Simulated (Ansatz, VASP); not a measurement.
# SnTe: VASP beside Ansatz

```xyz
2
Lattice="0.0000 3.1565 3.0934 3.1565 0.0000 3.0934 3.1565 3.1565 0.0000" Properties=species:S:1:pos:R:3 pbc="T T T"
Sn    0.0000    0.0000    0.0000
Te    3.1565    3.1565    3.0934
```

Change from the starting cell: zz strain of -2 %.

Alike in both runs: task single point; functional PBEsol; k mesh 11 × 11 × 11; occupations fermi-dirac, width 0.08 eV; no spin polarisation.

|  | VASP | Ansatz |
| --- | --- | --- |
| version | VASP 6.6.1 | Ansatz 0.2.0 |
| potentials or method | VASP PAW PBE potentials, release 64 (Sn_d, Te), cutoff 520 eV | all-electron LAPW, scalar-relativistic |

```csv
,VASP,Ansatz,Ansatz less VASP
pressure (GPa),0.4,0.5,+0.02
"traceless stress, the component that is largest in VASP (GPa)",1.94,1.93,-0.007
```

VASP's potentials were made for PBE, not for PBEsol. Ansatz ran all-electron here, and VASP with PAW potentials.

Neither program's run includes spin-orbit coupling.
